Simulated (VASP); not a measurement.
Write the native input for VASP 6.6.1 that does the following.

```
Task                   : single point
Functional             : PBE
Potentials or basis    : VASP PAW PBE potentials, release 64 (Ni, Si)
Cutoff                 : 520 eV
k mesh                 : 11 × 11 × 6
Occupations            : fermi-dirac, width 0.1 eV
Spin                   : no spin polarisation
Dipole correction      : no
Further INCAR settings : ALGO = Normal; EDIFF = 1e-06; NBANDS = 22
```

The structure of SiNi (NiAs type) lies in POSCAR:

```
SiNi
1.0
    3.3530417022      0.0000000000      0.0000000000
   -1.6765208511      2.9038192940      0.0000000000
    0.0000000000      0.0000000000      4.6525610875
Ni Si
2 2
Direct
    0.0000000000      0.0000000000      0.0000000000
    0.0000000000      0.0000000000      0.5000000000
    0.3333333333      0.6666666667      0.2500000000
    0.6666666667      0.3333333333      0.7500000000
```

This cell differs from its parent crystal: volume scaled by 0.88.

One way to write it, as run:

INCAR

```
SYSTEM = SiNi
ALGO = Normal ; EDIFF = 1E-6
ENCUT = 520 ; GGA = PE
ISIF = 2 ; ISMEAR = -1
LASPH = .TRUE. ; LCHARG = .TRUE.
LELF = .TRUE. ; LREAL = .FALSE.
LVHAR = .TRUE. ; LWAVE = .FALSE.
NBANDS = 22 ; NELM = 60
PREC = Accurate ; SIGMA = 0.1
```

KPOINTS

```
k-points
0
G
  11 11 6
  0 0 0
```

Potentials or basis: VASP PAW PBE potentials, release 64 (Ni, Si).

The run is started by

```console
$ cat potpaw_PBE.64/Ni/POTCAR potpaw_PBE.64/Si/POTCAR > POTCAR
$ mpirun -np 1 vasp_std > vasp.out
```

Results of the run:

```json
{
 "Pressure": "27.6 GPa",
 "Band gap on the k mesh": "zero (band 14 reaches 15.14 eV, above the bottom of band 15 at 9.56 eV)"
}
```

Run time: 42 s on 1 thread of AMD EPYC 9R45 96-Core Processor (Zen 5) (shared host), peak memory 0.17 GiB.
